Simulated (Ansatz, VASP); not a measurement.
**Two plane-wave programs on Ge**

The input INCAR:

```
  PREC = Accurate
  ENCUT = 520
  EDIFF = 1E-6
  ISMEAR = -1
  SIGMA = 0.1
  LREAL = False
  LASPH = True
  NELM = 60
  ALGO = Normal
  ISIF = 2
  LWAVE = False
  LCHARG = False
  NBANDS = 13
```

Contents of KPOINTS:

```
regular mesh
0
Gamma
  18 18 18
```

Contents of POSCAR:

```
Ge
1.0
   -1.5611374343      1.5611374343      1.5611374343
    1.5611374343     -1.5611374343      1.5611374343
    1.5611374343      1.5611374343     -1.5611374343
Ge
1
Direct
    0.0000000000      0.0000000000      0.0000000000
```

Input for Ansatz:

```yaml
crystal:
  lattice:
    - [-1.5611374343, 1.5611374343, 1.5611374343]
    - [1.5611374343, -1.5611374343, 1.5611374343]
    - [1.5611374343, 1.5611374343, -1.5611374343]
  atoms:
    - { symbol: Ge, position: [0.0, 0.0, 0.0] }
kpoints:
  mp_grid: { grid: [18, 18, 18] }
scf:
  occupations: { method: fermi_dirac, width: 0.1 }
hamiltonian:
  xc: lda
  pseudopotentials: { kind: paw }
output:
  forces: true
  stress: true
  eigenvalues: true
  populations: true
```

Change from the starting cell: volume scaled by 0.85, PAW files.

Alike in both runs: task single point; functional LDA; k mesh 18 × 18 × 18; occupations fermi-dirac, width 0.1 eV; no spin polarisation.

|  | VASP | Ansatz |
| --- | --- | --- |
| version | VASP 6.6.1 | Ansatz 0.2.0 |
| potentials or method | VASP PAW LDA potentials, release 64 (Ge_d) | PAW with Ansatz's default frozen-core files, scalar-relativistic |
| plane-wave cutoff (eV) | 520 | 420 |
| valence electrons in the cell | 14 | 14 |

Ansatz gave:

| Quantity | Value |
| --- | --- |
| pressure (GPa) | 17.8 |

Task: Estimate VASP's values.

Result: Pressure (GPa): 17.9.

LDA's correlation is that of Perdew and Zunger in VASP and of Perdew and Wang (1992) in Ansatz.
